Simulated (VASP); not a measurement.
Runs of VASP 6.6.1 on Sb. The structure is that of space group R-3m (No. 166), or close to it. The cells are those of the table. 

```csv
task,level,cell,cutoff (eV),gap on the mesh (eV),pressure (GPa),largest force (eV/Å)
electric field gradients,PBE,"a = 4.587 Å, angles 55.9°, 2 atoms",520,0.06,1.6,0.04
electric field gradients,PBE,"a = 4.524 Å, angles 56.8°, 2 atoms",400,0.06,2.6,0.18
electric field gradients,PBE,"a = 4.463 Å, angles 57.2°, 2 atoms",520,-,4.6,0.36
single point,PBE,"a = 4.534 Å, angles 58.5°, 2 atoms",520,0.18,-0.4,(d)
electric field gradients,PBE,"a = 4.561, b = 4.466, c = 4.451 Å, angles 57.1, 57.5, 56.9°, 2 atoms",520,none,3.2,(b)
single point,PBEsol,"a = 4.493 Å, angles 57.2°, 2 atoms",520,0.07,0.6,0.20
electric field gradients,PBE,"a = 4.400 Å, angles 58.5°, 2 atoms",520,0.03,(c),0.44
electric field gradients,PBE,"a = 4.493 Å, angles 57.2°, 2 atoms",520,0.07,3.2,0.24
electric field gradients,PBE,"a = 4.452 Å, angles 55.9°, 2 atoms",400,none,7.9,0.63
single point,PBE,"a = 4.508 Å, angles 57.2°, 2 atoms",520,(a),2.6,0.19
```

Alike in all rows: potentials or basis VASP PAW PBE potentials, release 64 (Sb); no spin polarisation; k mesh 9 × 9 × 9; smearing fermi-dirac 0.05 eV.

Task: Estimate the missing entries.

Result: (a) 0.09; (b) 0.27; (c) 5.0; (d) 0.01.

Caveats: spin-orbit coupling is left out, which moves the levels of the heavy elements; the PAW data sets were made with another functional, which shifts forces and pressure a little (some runs).

A k mesh can miss the band edges, and the runs leave out spin-orbit coupling on Sb.

A gap of «none» marks levels without a gap at the run's occupations.
